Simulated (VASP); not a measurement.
# BAs (F-43m) in VASP: notebook

The runs below take BAs through single point, relaxation of cell and atoms, with LDA.

Everything below comes from runs of VASP 6.6.1. Logs are shortened: lines on timing, memory, paths and dates and some standing lists are left out, and cuts for length are marked.

## 1. The cell of the first run

Symmetry: F-43m, No. 216, cubic system. Conventional cell: a = 4.733 Å, b = 4.733 Å, c = 4.733 Å, α = 90.00°, β = 90.00°, γ = 90.00°. B (site symmetry -43m) has 4 As at 2.05 Å within 2.7 Å. Within 2.7 Å of As (site symmetry -43m) lie 4 B at 2.05 Å.

## 2. Single point, LDA

Input file INCAR:

```
SYSTEM = BAs
ALGO = Normal
EDIFF = 1E-6
ENCUT = 560
GGA_COMPAT = .FALSE.
ISIF = 2
ISMEAR = -1
LASPH = .TRUE.
LCHARG = .FALSE.
LREAL = .FALSE.
LWAVE = .FALSE.
NBANDS = 16
NELM = 120
PREC = Accurate
SIGMA = 0.02
```

Input file KPOINTS:

```
k-points
0
G
  8 8 8
  0 0 0
```

Input file POSCAR:

```
BAs
1.0
    0.0000000000      2.3662743433      2.3662743433
    2.3662743433      0.0000000000      2.3662743433
    2.3662743433      2.3662743433      0.0000000000
B As
1 1
Direct
    0.0000000000      0.0000000000      0.0000000000
    0.2500000000      0.2500000000      0.2500000000
```

Potentials or basis: VASP PAW LDA potentials, release 64 (B, As_d).

Launch:

```bash
cat potpaw_LDA.64/B/POTCAR potpaw_LDA.64/As_d/POTCAR > POTCAR
mpirun -np 1 vasp_std > vasp.out
```

OUTCAR:

```text
SYSTEM = BAs
   EDIFF = 1E-6
   ENCUT = 560
   ISIF = 2
   ISMEAR = -1
   LASPH = .TRUE.
   LREAL = .FALSE.
   NELM = 120
   PREC = Accurate

 ion  position               nearest neighbor table
   1  0.000  0.000  0.000-   2 2.05   2 2.05   2 2.05   2 2.05
   2  0.250  0.250  0.250-   1 2.05   1 2.05   1 2.05   1 2.05

  LATTYP: Found a face centered cubic cell.
 ALAT       =     4.7325486866

  Lattice vectors:

 A1 = (   0.0000000000,   2.3662743433,   2.3662743433)
 A2 = (   2.3662743433,   0.0000000000,   2.3662743433)
 A3 = (   2.3662743433,   2.3662743433,   0.0000000000)

Analysis of symmetry for initial positions (statically):
=====================================================================
 Subroutine PRICEL returns:
 Original cell was already a primitive cell.

 Routine SETGRP: Setting up the symmetry group for a
 face centered cubic supercell.

 Subroutine GETGRP returns: Found 24 space group operations
 (whereof 24 operations were pure point group operations)
 out of a pool of 48 trial point group operations.

The static configuration has the point symmetry T_d .

Analysis of symmetry for dynamics (positions and initial velocities):
=====================================================================
 Subroutine PRICEL returns:
 Original cell was already a primitive cell.

 Routine SETGRP: Setting up the symmetry group for a
 face centered cubic supercell.

 Subroutine GETGRP returns: Found 24 space group operations
 (whereof 24 operations were pure point group operations)
 out of a pool of 48 trial point group operations.

The dynamic configuration has the point symmetry T_d .

 Subroutine INISYM returns: Found 24 space group operations
 (whereof 24 operations are pure point group operations),
 and found     1 'primitive' translations

----------------------------------------------------------------------------------------

                                     Primitive cell

  volume of cell :      26.4987

  direct lattice vectors                    reciprocal lattice vectors
     0.000000000  2.366274343  2.366274343    -0.211302633  0.211302633  0.211302633
     2.366274343  0.000000000  2.366274343     0.211302633 -0.211302633  0.211302633
     2.366274343  2.366274343  0.000000000     0.211302633  0.211302633 -0.211302633

  length of vectors
     3.346417269  3.346417269  3.346417269     0.365986897  0.365986897  0.365986897

  position of ions in fractional coordinates (direct lattice)
     0.000000000  0.000000000  0.000000000
     0.250000000  0.250000000  0.250000000

  ion indices of the primitive-cell ions
   primitive index   ion index
                 1           1
                 2           2

----------------------------------------------------------------------------------------

 KPOINTS: k-points

Automatic generation of k-mesh.
 Grid dimensions read from file:
 generate k-points for:    8    8    8

 Generating k-lattice:

  Cartesian coordinates                     Fractional coordinates (reciprocal lattice)
    -0.026412829  0.026412829  0.026412829     0.125000000  0.000000000  0.000000000
     0.026412829 -0.026412829  0.026412829     0.000000000  0.125000000  0.000000000
     0.026412829  0.026412829 -0.026412829     0.000000000  0.000000000  0.125000000

  Length of vectors
     0.045748362  0.045748362  0.045748362

  Shift w.r.t. Gamma in fractional coordinates (k-lattice)
     0.000000000  0.000000000  0.000000000

 Subroutine IBZKPT returns following result:
 ===========================================

 Found     29 irreducible k-points:

 Following reciprocal coordinates:
            Coordinates               Weight
  0.000000  0.000000  0.000000      1.000000
  0.125000  0.000000  0.000000      8.000000
  0.250000  0.000000  0.000000      8.000000
  0.375000  0.000000  0.000000      8.000000
  0.500000  0.000000  0.000000      4.000000
  0.125000  0.125000  0.000000      6.000000
[... 16 lines left out ...]
  0.500000  0.250000  0.125000     48.000000
 -0.375000  0.250000  0.125000     24.000000
 [... further k-points ...]
   k-points           NKPTS =     29   k-points in BZ     NKDIM =     29   number of bands    NBANDS=     16
   number of dos      NEDOS =    301   number of ions     NIONS =      2
   total plane-waves  NPLWV =  21952
   dimension x,y,z NGX =    28 NGY =   28 NGZ =   28
   dimension x,y,z NGXF=    56 NGYF=   56 NGZF=   56
   ions per type =               1   1
   NGX,Y,Z   is equivalent  to a cutoff of  13.91, 13.91, 13.91 a.u.
   NGXF,Y,Z  is equivalent  to a cutoff of  27.82, 27.82, 27.82 a.u.
 SYSTEM =  BAs
   PREC   = accura    normal or accurate (medium, high low for compatibility)
   ISTART =      0    job   : 0-new  1-cont  2-samecut
   ICHARG =      2    charge: 1-file 2-atom 10-const
   ISPIN  =      1    spin polarized calculation?
   LNONCOLLINEAR =      F non collinear calculations
   LSORBIT =      F    spin-orbit coupling
   LASPH  =      T    aspherical Exc in radial PAW
   ENCUT  =  560.0 eV  41.16 Ry    6.42 a.u.   6.46  6.46  6.46*2*pi/ulx,y,z
   NELM   =    120;   NELMIN=  2; NELMDL= -5     # of ELM steps
   EDIFF  = 0.1E-05   stopping-criterion for ELM
   LREAL  =      F    real-space projection
   EDIFFG = 0.1E-04   stopping-criterion for IOM
   NSW    =      0    number of steps for IOM
   IBRION =     -1    ionic relax: 0-MD 1-quasi-New 2-CG
   NFREE  =      0    steps in history (QN), initial steepest desc. (CG)
   ISIF   =      2    stress and relaxation
   ISYM   =      2    0-nonsym 1-usesym 2-fastsym
   POTIM  = 0.5000    time-step for ionic-motion
   TEBEG  =    0.0;   TEEND  =   0.0 temperature during run
   PSTRESS=    0.0 pullay stress
   NELECT =      18.0000    total number of electrons
   NUPDOWN=      -1.0000    fix difference up-down
   EMIN   =  10.00;   EMAX   =-10.00  energy-range for DOS
   EFERMI =   0.00;   METHOD = LEGACY
   ISMEAR =    -1;   SIGMA  =   0.02  broadening in eV -4-tet -1-fermi 0-gaus
   EFERMI_NEDOS =   21; number of points for ismear=-14 and -15
   IALGO  =     38    algorithm
   IMIX   =      4    mixing-type and parameters
     AMIX     =   0.40;   BMIX     =  1.00
     AMIX_MAG =   1.60;   BMIX_MAG =  1.00
  volume/ion in A,a.u.               =      13.25        89.41
  Fermi-wavevector in a.u.,A,eV,Ry     =   1.439099  2.719502 28.177734  2.071005
  Thomas-Fermi vector in A             =   2.557992
   LORBIT       =      0    0 simple, 1 ext, 2 COOP (PROOUT), +10 PAW based schemes
   GGA     = CA    functional components
   LHFCALC =     F    Hartree Fock is set to
   AEXX    =    0.0000 exact exchange contribution
   IVDW    =     0    specifies the selected vdW correction
   LEPSILON=     F    determine dielectric tensor
   LRPA    =     F    only Hartree local field effects (RPA)
 non-spin polarized calculation
  energy-cutoff  :      560.00
  volume of cell :       26.50
 maximum number of plane-waves:       821
 NGX is ok and might be reduce to    28
   NGX = 13   NGY = 13   NGZ = 13

 number of electron      18.0000004 magnetization

 Free energy of the ion-electron system (eV)
  ---------------------------------------------------
  ext. energy  EPLUGINS =         0.00000000
  ---------------------------------------------------
  free energy    TOTEN  =       -12.94021263 eV

  energy without entropy =      -12.94021263  energy(sigma->0) =      -12.94021263

 E-fermi :   5.6131     XC(G=0): -11.5720

 val. band max:        5.0900568391   @ k =   0.0000   0.0000   0.0000
 cond. band min:       6.2079276474   @ k =   0.3750   0.3750   0.0000
 fundamental gap:      1.1178708083
 Fermi energy:         5.6130663432

 k-point     1 :       0.0000    0.0000    0.0000
  band No.  band energies     occupation
      1     -30.8280      2.00000
      2     -30.8280      2.00000
      3     -30.8280      2.00000
      4     -30.8010      2.00000
      5     -30.8010      2.00000
      6     -10.5441      2.00000
[... 8 lines left out ...]
     15      18.4714      0.00000
     16      18.4714      0.00000

 k-point     2 :       0.1250    0.0000    0.0000
  band No.  band energies     occupation
      1     -30.8275      2.00000
      2     -30.8267      2.00000
      3     -30.8267      2.00000
      4     -30.8009      2.00000
      5     -30.8009      2.00000
      6     -10.2824      2.00000
[... 8 lines left out ...]
     15      16.9258      0.00000
     16      16.9258      0.00000

 k-point     3 :       0.2500    0.0000    0.0000
  band No.  band energies     occupation
      1     -30.8261      2.00000
      2     -30.8240      2.00000
      3     -30.8240      2.00000
      4     -30.8003      2.00000
      5     -30.8003      2.00000
      6      -9.5190      2.00000
[... 8 lines left out ...]
     15      16.5073      0.00000
     16      16.5073      0.00000

 k-point     4 :       0.3750    0.0000    0.0000
  band No.  band energies     occupation
      1     -30.8248      2.00000
      2     -30.8219      2.00000
      3     -30.8219      2.00000
      4     -30.7991      2.00000
      5     -30.7991      2.00000
      6      -8.3802      2.00000
[... 8 lines left out ...]
     15      18.0143      0.00000
     16      18.0143      0.00000
[... 324 lines left out ...]
 k-point    22 :       0.3750    0.2500    0.1250
  band No.  band energies     occupation
      1     -30.8281      2.00000
      2     -30.8204      2.00000
      3     -30.8194      2.00000
      4     -30.8030      2.00000
      5     -30.7980      2.00000
      6      -8.8521      2.00000
[... 8 lines left out ...]
     15      18.5589      0.00000
     16      19.4748      0.00000

 k-point    23 :       0.5000    0.2500    0.1250
  band No.  band energies     occupation
      1     -30.8257      2.00000
      2     -30.8201      2.00000
      3     -30.8166      2.00000
      4     -30.8022      2.00000
      5     -30.7978      2.00000
      6      -7.7548      2.00000
[... 8 lines left out ...]
     15      18.6505      0.00000
     16      20.7752      0.00000

 k-point    24 :      -0.3750    0.2500    0.1250
  band No.  band energies     occupation
      1     -30.8238      2.00000
      2     -30.8209      2.00000
      3     -30.8157      2.00000
      4     -30.8012      2.00000
      5     -30.7982      2.00000
      6      -7.0069      2.00000
[... 8 lines left out ...]
     15      19.5461      0.00000
     16      20.4554      0.00000

 [... further k-points ...]

------------------------ aborting loop because EDIFF is reached ----------------------------------------

  FORCE on cell =-STRESS in cart. coord.  units (eV):
  Direction    XX          YY          ZZ          XY          YZ          ZX
  --------------------------------------------------------------------------------------
  -------------------------------------------------------------------------------------
  Total        0.1667996      0.1667996      0.1667996     -0.0000000      0.0000000      0.0000000
  in kB       10.0850997     10.0850997     10.0850997     -0.0000000      0.0000000      0.0000000
  external PRESSURE =      10.0850997 kB  Pullay stress =       0.0000000 kB

 VOLUME and BASIS-vectors are now :
 -----------------------------------------------------------------------------
  energy-cutoff  :      560.00
  volume of cell :       26.50
      direct lattice vectors                 reciprocal lattice vectors
     0.000000000  2.366274343  2.366274343    -0.211302633  0.211302633  0.211302633
     2.366274343  0.000000000  2.366274343     0.211302633 -0.211302633  0.211302633
     2.366274343  2.366274343  0.000000000     0.211302633  0.211302633 -0.211302633

 POSITION                                       TOTAL-FORCE (eV/Angst)
 -----------------------------------------------------------------------------------
      0.00000      0.00000      0.00000        -0.000000     -0.000000     -0.000000
      1.18314      1.18314      1.18314         0.000000      0.000000      0.000000
 -----------------------------------------------------------------------------------
    total drift:                                0.000001      0.000001      0.000001

  FREE ENERGIE OF THE ION-ELECTRON SYSTEM (eV)
  ---------------------------------------------------
  free  energy   TOTEN  =       -12.9402126289 eV

  energy  without entropy=      -12.9402126289  energy(sigma->0) =      -12.94021263
```

Run time: 11 s. Hardware: 1 thread of Intel Xeon Platinum 8488C (Sapphire Rapids), shared host; peak memory 0.15 GiB.

Results:

| Property | Result |
| --- | --- |
| Free energy | -12.9402 eV |
| Pressure | 1.0 GPa |
| Band gap on the k mesh | 1.12 eV (least direct gap 3.28 eV) |

A k mesh can miss the band edges.

## 3. Relaxation of cell and atoms, LDA

This run uses another cell than the first one, of 13.90 Å³/atom.

Input file INCAR:

```
ALGO = Normal ; EDIFF = 1E-7
EDIFFG = -0.005 ; ENCUT = 560
GGA = CA ; GGA_COMPAT = F
IBRION = 2 ; ISIF = 3
ISMEAR = -1 ; LASPH = T
LCHARG = F ; LREAL = F
LWAVE = F ; NELM = 120
NELMIN = 4 ; NSW = 80
PREC = Accurate ; SIGMA = 0.02
```

Input file KPOINTS:

```
k-points
0
Gamma
  8 8 8
```

Input file POSCAR:

```
BAs
1.0
    0.0000000000      2.4046251121      2.4046251121
    2.4046251121      0.0000000000      2.4046251121
    2.4046251121      2.4046251121      0.0000000000
B As
1 1
Direct
    0.0000000000      0.0000000000      0.0000000000
    0.2500000000      0.2500000000      0.2500000000
```

Potentials or basis: VASP PAW LDA potentials, release 64 (B, As_d).

Launch:

```bash
cat potpaw_LDA.64/B/POTCAR potpaw_LDA.64/As_d/POTCAR > POTCAR
mpirun -np 1 vasp_std > vasp.out
```

It took 24 s on 1 thread of Intel Xeon 6975P-C (Granite Rapids), shared host; peak memory 0.14 GiB.

It converged, with:

```yaml
Free_energy: -12.9407 eV
Relaxed_volume: 13.28 Å³/atom
Relaxed_cell: a = 3.349 Å, b = 3.349 Å, c = 3.349 Å, α = 60.00°, β = 60.00°, γ = 60.00°
Space_group_after_relaxing_to_0.1_Å: F-43m (No. 216)
Energy_gained_by_relaxing: 12.6 meV/atom
Ionic_steps: 5
Pressure_after_relaxing: 0.0 GPa
Band_gap_on_the_k_mesh: 1.12 eV (least direct gap 3.28 eV)
```

Step by step:
```csv
step,energy change (eV),largest force (eV/Å),pressure (GPa),volume (Å³)
1,0.0000,0.0000,-6.18,27.81
2,-0.0120,0.0000,5.05,25.70
3,-0.0252,0.0000,-0.14,26.56
4,-0.0252,0.0000,0.06,26.53
5,-0.0252,0.0000,0.03,26.55
```

Final structure:
```xyz
2
Lattice="0.0000 2.3678 2.3678 2.3678 0.0000 2.3678 2.3678 2.3678 0.0000" Properties=species:S:1:pos:R:3 pbc="T T T"
B     0.0000    0.0000    0.0000
As    1.1839    1.1839    1.1839
```

Levels at points of the mesh, in eV from the valence-band top:
```
           k point  band 7  band 8  band 9  band 10  band 11  band 12
(0.00, 0.00, 0.00)    0.00    0.00    0.00     3.28     3.28     3.28
(0.50, 0.00, 0.00)   -8.94   -1.86   -1.86     2.84     4.79     4.79
(0.50, 0.50, 0.00)   -8.56   -4.18   -4.18     1.32     1.39    11.51
```

A k mesh can miss the band edges.
